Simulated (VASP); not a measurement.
Crystal: CdS (Hawleyite).

```
Cd S
1.0
     0.00000    2.93921    2.97272
     2.93921    0.00000    2.97272
     2.93921    2.93921    0.00000
Cd S
1 1
Direct
  0.00000 0.00000 0.00000
  0.25000 0.25000 0.25000
```

This cell differs from its parent crystal: uniaxial z strain +1.1%.

Base run:

| Item | Value |
| --- | --- |
| Program | VASP 6.6.1 |
| Functional | PBE |
| Potentials or basis | VASP PAW PBE potentials, release 64 (Cd, S) |
| Cutoff | 520 eV |
| k mesh | 8 × 8 × 8 |
| Occupations | fermi-dirac, width 0.02 eV |
| Spin | no spin polarisation |

Its results: band gap on the k mesh 1.06 eV, direct; pressure 1.0 GPa.

The run is repeated on the same cell with these changes: functional from PBE to r2SCAN; occupations from fermi-dirac, width 0.02 eV to gaussian, width 0.01 eV. What comes out?

Band gap on the k mesh 1.50 eV, direct; pressure -0.4 GPa.

Caveats: the PAW data sets were made with another functional, which shifts forces and pressure a little (some runs).

